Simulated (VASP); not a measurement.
# Sc (Fm-3m) in VASP: a series of runs, part 2 of 2

VASP 6.6.1. Earlier steps stand in the parts before.

**3. Single point, PBE (volume scaled by 1.02)**

Contents of INCAR:

```
  ALGO = Normal
  EDIFF = 1E-6
  ENCUT = 520
  GGA = PE
  ISIF = 2
  ISMEAR = -1
  LASPH = True
  LCHARG = True
  LELF = True
  LREAL = False
  LVHAR = True
  LWAVE = False
  NBANDS = 12
  NELM = 60
  PREC = Accurate
  SIGMA = 0.05
```

Contents of KPOINTS:

```
k-points
0
Gamma
  10 10 10
```

Contents of POSCAR:

```
Sc
1.0
    0.0000000000      2.2749673236      2.2749673236
    2.2749673236      0.0000000000      2.2749673236
    2.2749673236      2.2749673236      0.0000000000
Sc
1
Direct
    0.0000000000      0.0000000000      0.0000000000
```

Potentials or basis: VASP PAW PBE potentials, release 64 (Sc_sv).

Command:

```sh
$ cat potpaw_PBE.64/Sc_sv/POTCAR > POTCAR
$ mpirun -np 1 vasp_std > vasp.out
```

OUTCAR:

```text
EDIFF = 1E-6
   ENCUT = 520
   GGA = PE
   ISIF = 2
   ISMEAR = -1
   LASPH = True
   LREAL = False
   NELM = 60
   PREC = Accurate

 ion  position               nearest neighbor table
   1  0.000  0.000  0.000-

  LATTYP: Found a face centered cubic cell.
 ALAT       =     4.5499346472

  Lattice vectors:

 A1 = (   0.0000000000,   2.2749673236,   2.2749673236)
 A2 = (   2.2749673236,   0.0000000000,   2.2749673236)
 A3 = (   2.2749673236,   2.2749673236,   0.0000000000)

Analysis of symmetry for initial positions (statically):
=====================================================================
 Subroutine PRICEL returns:
 Original cell was already a primitive cell.

 Routine SETGRP: Setting up the symmetry group for a
 face centered cubic supercell.

 Subroutine GETGRP returns: Found 48 space group operations
 (whereof 48 operations were pure point group operations)
 out of a pool of 48 trial point group operations.

The static configuration has the point symmetry O_h .

Analysis of symmetry for dynamics (positions and initial velocities):
=====================================================================
 Subroutine PRICEL returns:
 Original cell was already a primitive cell.

 Routine SETGRP: Setting up the symmetry group for a
 face centered cubic supercell.

 Subroutine GETGRP returns: Found 48 space group operations
 (whereof 48 operations were pure point group operations)
 out of a pool of 48 trial point group operations.

The dynamic configuration has the point symmetry O_h .

 Subroutine INISYM returns: Found 48 space group operations
 (whereof 48 operations are pure point group operations),
 and found     1 'primitive' translations

----------------------------------------------------------------------------------------

                                     Primitive cell

  volume of cell :      23.5481

  direct lattice vectors                    reciprocal lattice vectors
     0.000000000  2.274967324  2.274967324    -0.219783377  0.219783377  0.219783377
     2.274967324  0.000000000  2.274967324     0.219783377 -0.219783377  0.219783377
     2.274967324  2.274967324  0.000000000     0.219783377  0.219783377 -0.219783377

  length of vectors
     3.217289643  3.217289643  3.217289643     0.380675975  0.380675975  0.380675975

  position of ions in fractional coordinates (direct lattice)
     0.000000000  0.000000000  0.000000000

  ion indices of the primitive-cell ions
   primitive index   ion index
                 1           1

----------------------------------------------------------------------------------------

 KPOINTS: k-points

Automatic generation of k-mesh.
 Grid dimensions read from file:
 generate k-points for:   10   10   10

 Generating k-lattice:

  Cartesian coordinates                     Fractional coordinates (reciprocal lattice)
    -0.021978338  0.021978338  0.021978338     0.100000000  0.000000000  0.000000000
     0.021978338 -0.021978338  0.021978338     0.000000000  0.100000000  0.000000000
     0.021978338  0.021978338 -0.021978338     0.000000000  0.000000000  0.100000000

  Length of vectors
     0.038067597  0.038067597  0.038067597

  Shift w.r.t. Gamma in fractional coordinates (k-lattice)
     0.000000000  0.000000000  0.000000000

 Subroutine IBZKPT returns following result:
 ===========================================

 Found     47 irreducible k-points:

 Following reciprocal coordinates:
            Coordinates               Weight
  0.000000  0.000000  0.000000      1.000000
  0.100000  0.000000  0.000000      8.000000
  0.200000  0.000000  0.000000      8.000000
  0.300000  0.000000  0.000000      8.000000
  0.400000  0.000000  0.000000      8.000000
  0.500000  0.000000  0.000000      4.000000
[... 16 lines left out ...]
  0.300000  0.300000  0.000000      6.000000
  0.400000  0.300000  0.000000     24.000000
 [... further k-points ...]
   k-points           NKPTS =     47   k-points in BZ     NKDIM =     47   number of bands    NBANDS=     12
   number of dos      NEDOS =    301   number of ions     NIONS =      1
   total plane-waves  NPLWV =  13824
   dimension x,y,z NGX =    24 NGY =   24 NGZ =   24
   dimension x,y,z NGXF=    48 NGYF=   48 NGZF=   48
   ions per type =               1
   NGX,Y,Z   is equivalent  to a cutoff of  12.40, 12.40, 12.40 a.u.
   NGXF,Y,Z  is equivalent  to a cutoff of  24.80, 24.80, 24.80 a.u.
 SYSTEM =  unknown system
   PREC   = accura    normal or accurate (medium, high low for compatibility)
   ISTART =      0    job   : 0-new  1-cont  2-samecut
   ICHARG =      2    charge: 1-file 2-atom 10-const
   ISPIN  =      1    spin polarized calculation?
   LNONCOLLINEAR =      F non collinear calculations
   LSORBIT =      F    spin-orbit coupling
   LASPH  =      T    aspherical Exc in radial PAW
   ENCUT  =  520.0 eV  38.22 Ry    6.18 a.u.   5.98  5.98  5.98*2*pi/ulx,y,z
   NELM   =     60;   NELMIN=  2; NELMDL= -5     # of ELM steps
   EDIFF  = 0.1E-05   stopping-criterion for ELM
   LREAL  =      F    real-space projection
   EDIFFG = 0.1E-04   stopping-criterion for IOM
   NSW    =      0    number of steps for IOM
   IBRION =     -1    ionic relax: 0-MD 1-quasi-New 2-CG
   NFREE  =      0    steps in history (QN), initial steepest desc. (CG)
   ISIF   =      2    stress and relaxation
   ISYM   =      2    0-nonsym 1-usesym 2-fastsym
   POTIM  = 0.5000    time-step for ionic-motion
   TEBEG  =    0.0;   TEEND  =   0.0 temperature during run
   PSTRESS=    0.0 pullay stress
   NELECT =      11.0000    total number of electrons
   NUPDOWN=      -1.0000    fix difference up-down
   EMIN   =  10.00;   EMAX   =-10.00  energy-range for DOS
   EFERMI =   0.00;   METHOD = LEGACY
   ISMEAR =    -1;   SIGMA  =   0.05  broadening in eV -4-tet -1-fermi 0-gaus
   EFERMI_NEDOS =   21; number of points for ismear=-14 and -15
   IALGO  =     38    algorithm
   IMIX   =      4    mixing-type and parameters
     AMIX     =   0.40;   BMIX     =  1.00
     AMIX_MAG =   1.60;   BMIX_MAG =  1.00
  volume/ion in A,a.u.               =      23.55       158.91
  Fermi-wavevector in a.u.,A,eV,Ry     =   1.270244  2.400414 21.953278  1.613520
  Thomas-Fermi vector in A             =   2.403242
   LORBIT       =      0    0 simple, 1 ext, 2 COOP (PROOUT), +10 PAW based schemes
   GGA     = PE    functional components
   LHFCALC =     F    Hartree Fock is set to
   AEXX    =    0.0000 exact exchange contribution
   IVDW    =     0    specifies the selected vdW correction
   LEPSILON=     F    determine dielectric tensor
   LRPA    =     F    only Hartree local field effects (RPA)
 non-spin polarized calculation
  energy-cutoff  :      520.00
  volume of cell :       23.55
 maximum number of plane-waves:       644
   NGX = 11   NGY = 11   NGZ = 11

 number of electron      10.9999997 magnetization

 Free energy of the ion-electron system (eV)
  ---------------------------------------------------
  ext. energy  EPLUGINS =         0.00000000
  ---------------------------------------------------
  free energy    TOTEN  =        -6.19835725 eV

  energy without entropy =       -6.18189413  energy(sigma->0) =       -6.19012569

 E-fermi :   4.0119     XC(G=0): -10.0585

 val. band max:        4.0042449612   @ k =  -0.4000   0.4000   0.2000
 cond. band min:       4.0555800678   @ k =   0.4000   0.2000   0.0000
 fundamental gap:      0.0513351066
 Fermi energy:         4.0118644663

 k-point     1 :       0.0000    0.0000    0.0000
  band No.  band energies     occupation
      1     -45.2979      2.00000
      2     -23.6872      2.00000
      3     -23.6872      2.00000
      4     -23.6872      2.00000
      5      -1.2614      2.00000
      6       5.6594      0.00000
      7       5.6594      0.00000
      8       5.6594      0.00000
      9       7.1228      0.00000
     10       7.1228      0.00000
     11      16.7681      0.00000
     12      20.3477      0.00000

 k-point     2 :       0.1000    0.0000    0.0000
  band No.  band energies     occupation
      1     -45.2911      2.00000
      2     -23.7327      2.00000
      3     -23.6930      2.00000
      4     -23.6930      2.00000
      5      -0.9990      2.00000
      6       5.4652      0.00000
      7       5.7534      0.00000
      8       5.7534      0.00000
      9       7.0587      0.00000
     10       7.0587      0.00000
     11      16.9871      0.00000
     12      18.6469      0.00000
[... 316 lines left out ...]
 k-point    24 :       0.4000    0.3000    0.0000
  band No.  band energies     occupation
      1     -45.2211      2.00000
      2     -24.0372      2.00000
      3     -23.8270      2.00000
      4     -23.8124      2.00000
      5       2.0129      2.00000
      6       3.7608      1.98689
      7       5.2451      0.00000
      8       7.1534      0.00000
      9       7.7101      0.00000
     10       8.0155      0.00000
     11      14.1342      0.00000
     12      15.3695      0.00000

 [... further k-points ...]
[... 5 lines left out ...]
  --------------------------------------------------------------------------------------
  -------------------------------------------------------------------------------------
  Total        0.3832752      0.3832752      0.3832752     -0.0000000     -0.0000000      0.0000000
  in kB       26.0774941     26.0774941     26.0774941     -0.0000000     -0.0000000      0.0000000
  external PRESSURE =      26.0774941 kB  Pullay stress =       0.0000000 kB

 VOLUME and BASIS-vectors are now :
 -----------------------------------------------------------------------------
  energy-cutoff  :      520.00
  volume of cell :       23.55
      direct lattice vectors                 reciprocal lattice vectors
     0.000000000  2.274967324  2.274967324    -0.219783377  0.219783377  0.219783377
     2.274967324  0.000000000  2.274967324     0.219783377 -0.219783377  0.219783377
     2.274967324  2.274967324  0.000000000     0.219783377  0.219783377 -0.219783377

 POSITION                                       TOTAL-FORCE (eV/Angst)
 -----------------------------------------------------------------------------------
      0.00000      0.00000      0.00000        -0.000000      0.000000      0.000000
 -----------------------------------------------------------------------------------
    total drift:                                0.000000      0.000000     -0.000000

  FREE ENERGIE OF THE ION-ELECTRON SYSTEM (eV)
  ---------------------------------------------------
  free  energy   TOTEN  =        -6.1983572531 eV

  energy  without entropy=       -6.1818941258  energy(sigma->0) =       -6.19012569
```

Run time: 4 s. Hardware: 1 thread of Intel Xeon 6975P-C (Granite Rapids), shared host; peak memory 0.14 GiB.

Results:

```yaml
Free_energy: -6.1984 eV
Pressure: 2.6 GPa
```

**4. Single point, PBE (volume scaled by 1.04)**

Contents of INCAR:

```
SYSTEM = Sc
PREC     = Accurate       ! precision mode
ENCUT    = 520            ! plane-wave cutoff, eV
EDIFF    = 1E-6           ! SCF threshold, eV
ISMEAR   = -1             ! smearing method
SIGMA    = 0.05           ! smearing width, eV
LREAL    = .FALSE.        ! projectors in reciprocal space
LASPH    = .TRUE.         ! aspherical terms in the spheres
NELM     = 80             ! most SCF steps
ALGO     = Fast           ! electronic algorithm
ISIF     = 2              ! what is computed and relaxed
LWAVE    = .FALSE.        ! write WAVECAR
LCHARG   = .FALSE.        ! write CHGCAR
GGA      = PE             ! functional
NBANDS   = 12             ! bands
```

Contents of KPOINTS:

```
regular mesh
0
G
  10 10 10
  0 0 0
```

Contents of POSCAR:

```
Sc
1.0
    0.0000000000      2.2897402526      2.2897402526
    2.2897402526      0.0000000000      2.2897402526
    2.2897402526      2.2897402526      0.0000000000
Sc
1
Direct
    0.0000000000      0.0000000000      0.0000000000
```

Potentials or basis: VASP PAW PBE potentials, release 64 (Sc_sv).

Command:

```sh
$ cat potpaw_PBE.64/Sc_sv/POTCAR > POTCAR
$ mpirun -np 1 vasp_std > vasp.out
```

OUTCAR:

```text
SYSTEM = Sc
   PREC = Accurate
   ENCUT = 520
   EDIFF = 1E-6
   ISMEAR = -1
   LREAL = .FALSE.
   LASPH = .TRUE.
   NELM = 80
   ISIF = 2
   GGA = PE

 ion  position               nearest neighbor table
   1  0.000  0.000  0.000-

  LATTYP: Found a face centered cubic cell.
 ALAT       =     4.5794805052

  Lattice vectors:

 A1 = (   0.0000000000,   2.2897402526,   2.2897402526)
 A2 = (   2.2897402526,   0.0000000000,   2.2897402526)
 A3 = (   2.2897402526,   2.2897402526,   0.0000000000)

Analysis of symmetry for initial positions (statically):
=====================================================================
 Subroutine PRICEL returns:
 Original cell was already a primitive cell.

 Routine SETGRP: Setting up the symmetry group for a
 face centered cubic supercell.

 Subroutine GETGRP returns: Found 48 space group operations
 (whereof 48 operations were pure point group operations)
 out of a pool of 48 trial point group operations.

The static configuration has the point symmetry O_h .

Analysis of symmetry for dynamics (positions and initial velocities):
=====================================================================
 Subroutine PRICEL returns:
 Original cell was already a primitive cell.

 Routine SETGRP: Setting up the symmetry group for a
 face centered cubic supercell.

 Subroutine GETGRP returns: Found 48 space group operations
 (whereof 48 operations were pure point group operations)
 out of a pool of 48 trial point group operations.

The dynamic configuration has the point symmetry O_h .

 Subroutine INISYM returns: Found 48 space group operations
 (whereof 48 operations are pure point group operations),
 and found     1 'primitive' translations

----------------------------------------------------------------------------------------

                                     Primitive cell

  volume of cell :      24.0098

  direct lattice vectors                    reciprocal lattice vectors
[... 106 lines left out ...]
  volume/ion in A,a.u.               =      24.01       162.03
  Fermi-wavevector in a.u.,A,eV,Ry     =   1.262049  2.384927 21.670916  1.592767
  Thomas-Fermi vector in A             =   2.395477
   LORBIT       =      0    0 simple, 1 ext, 2 COOP (PROOUT), +10 PAW based schemes
   GGA     = PE    functional components
   LHFCALC =     F    Hartree Fock is set to
   AEXX    =    0.0000 exact exchange contribution
   IVDW    =     0    specifies the selected vdW correction
   LEPSILON=     F    determine dielectric tensor
   LRPA    =     F    only Hartree local field effects (RPA)
 non-spin polarized calculation
 RMM-DIIS sequential band-by-band and
  energy-cutoff  :      520.00
  volume of cell :       24.01
 maximum number of plane-waves:       659
   NGX = 13   NGY = 13   NGZ = 13

 number of electron      10.9999996 magnetization

 Free energy of the ion-electron system (eV)
  ---------------------------------------------------
  ext. energy  EPLUGINS =         0.00000000
  ---------------------------------------------------
  free energy    TOTEN  =        -6.20442757 eV

  energy without entropy =       -6.18749915  energy(sigma->0) =       -6.19596336

 E-fermi :   3.8956     XC(G=0):  -9.9799

 val. band max:        3.8904055741   @ k =  -0.4000   0.4000   0.2000
 cond. band min:       3.8956000517   @ k =   0.3000   0.3000   0.0000
 fundamental gap:      0.0051944776
 Fermi energy:         3.8955881682

 k-point     1 :       0.0000    0.0000    0.0000
  band No.  band energies     occupation
      1     -45.4657      2.00000
      2     -23.8675      2.00000
      3     -23.8675      2.00000
      4     -23.8675      2.00000
      5      -1.3435      2.00000
      6       5.5159      0.00000
      7       5.5159      0.00000
      8       5.5159      0.00000
      9       6.9418      0.00000
     10       6.9418      0.00000
     11      16.5431      0.00000
     12      20.0419      0.00000
[... 331 lines left out ...]
 k-point    24 :       0.4000    0.3000    0.0000
  band No.  band energies     occupation
      1     -45.3951      2.00000
      2     -24.1952      2.00000
      3     -23.9987      2.00000
      4     -23.9850      2.00000
      5       1.9069      2.00000
      6       3.6616      1.98162
      7       5.0983      0.00000
      8       6.9721      0.00000
      9       7.5125      0.00000
     10       7.8109      0.00000
     11      13.8340      0.00000
     12      15.0606      0.00000

 [... further k-points ...]
[... 5 lines left out ...]
  --------------------------------------------------------------------------------------
  -------------------------------------------------------------------------------------
  Total        0.2129670      0.2129670      0.2129670      0.0000000     -0.0000000     -0.0000000
  in kB       14.2113139     14.2113139     14.2113139      0.0000000     -0.0000000     -0.0000000
  external PRESSURE =      14.2113139 kB  Pullay stress =       0.0000000 kB

 VOLUME and BASIS-vectors are now :
 -----------------------------------------------------------------------------
  energy-cutoff  :      520.00
  volume of cell :       24.01
      direct lattice vectors                 reciprocal lattice vectors
     0.000000000  2.289740253  2.289740253    -0.218365380  0.218365380  0.218365380
     2.289740253  0.000000000  2.289740253     0.218365380 -0.218365380  0.218365380
     2.289740253  2.289740253  0.000000000     0.218365380  0.218365380 -0.218365380

 POSITION                                       TOTAL-FORCE (eV/Angst)
 -----------------------------------------------------------------------------------
      0.00000      0.00000      0.00000         0.000000      0.000000     -0.000000
 -----------------------------------------------------------------------------------
    total drift:                                0.000000      0.000000     -0.000000

  FREE ENERGIE OF THE ION-ELECTRON SYSTEM (eV)
  ---------------------------------------------------
  free  energy   TOTEN  =        -6.2044275670 eV

  energy  without entropy=       -6.1874991530  energy(sigma->0) =       -6.19596336
```

stdout:

```text
POSCAR found type information on POSCAR Sc
 POSCAR found :  1 types and       1 ions
 scaLAPACK will be used
 LDA part: xc-table for (Slater+PW92), standard interpolation
 POSCAR, INCAR and KPOINTS ok, starting setup
 FFT: planning ... GRIDC
 FFT: planning ... GRID_SOFT
 FFT: planning ... GRID
 WAVECAR not read
 entering main loop
```

It took 4.6 s on 1 thread of Intel Xeon 6975P-C (Granite Rapids), shared host; peak memory 0.14 GiB.

Results:

```yaml
Free_energy: -6.2044 eV
Pressure: 1.4 GPa
```

**5. Summary**

```tsv
cell	gap on the mesh (eV)	pressure (GPa)
a = 3.153 Å, angles 60.0°, 1 atom	none	6.6
a = 3.217 Å, angles 60.0°, 1 atom	none	2.6
a = 3.238 Å, angles 60.0°, 1 atom	none	1.4
```

Alike in all rows: task single point; level PBE; potentials or basis VASP PAW PBE potentials, release 64 (Sc_sv); no spin polarisation; k mesh 10 × 10 × 10; cutoff (eV) 520; smearing fermi-dirac 0.05 eV.

Absolute energies hang on the potentials; compare differences alone.
